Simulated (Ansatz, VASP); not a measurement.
## Two plane-wave programs on TaGe3Ru

```xyz
5
Lattice="4.9737 0.0000 0.0000 -2.4869 4.3074 0.0000 0.0000 0.0000 4.9535" Properties=species:S:1:pos:R:3 pbc="T T T"
Ta    0.0000    0.0000    2.4768
Ge    2.4869    0.0000    0.0000
Ge   -1.2434    2.1537    0.0000
Ge    1.2434    2.1537    0.0000
Ru    0.0000    0.0000    0.0000
```

Alike in both runs: task relaxation of cell and atoms; functional PBE; k mesh 6 × 6 × 4; occupations gaussian, width 0.1 eV; no spin polarisation.

|  | VASP | Ansatz |
| --- | --- | --- |
| version | VASP 6.6.1 | Ansatz 0.2.0 |
| potentials or method | VASP PAW PBE potentials, release 64 (Ta_pv, Ge_d, Ru_pv), cutoff 600 eV | scalar-relativistic, plane waves, PAW |
| valence electrons in the cell | 67 | 71 |

```tsv
	VASP	Ansatz	Ansatz less VASP
gap on the k mesh at the Fermi level, each at its own relaxed structure (eV)	none	none	-
relaxed volume (Å³/atom)	23.89	23.78	-0.107
relaxed length of the cell vector where the two differ most in proportion (Å)	4.791	4.779	-0.0129
```

A gap of «none» marks a metal or a gap that the smearing closes. VASP's potentials hold 67 valence electrons a cell and Ansatz's 71, so a difference there can come from the potentials and not from the codes.

Neither program's run includes spin-orbit coupling.
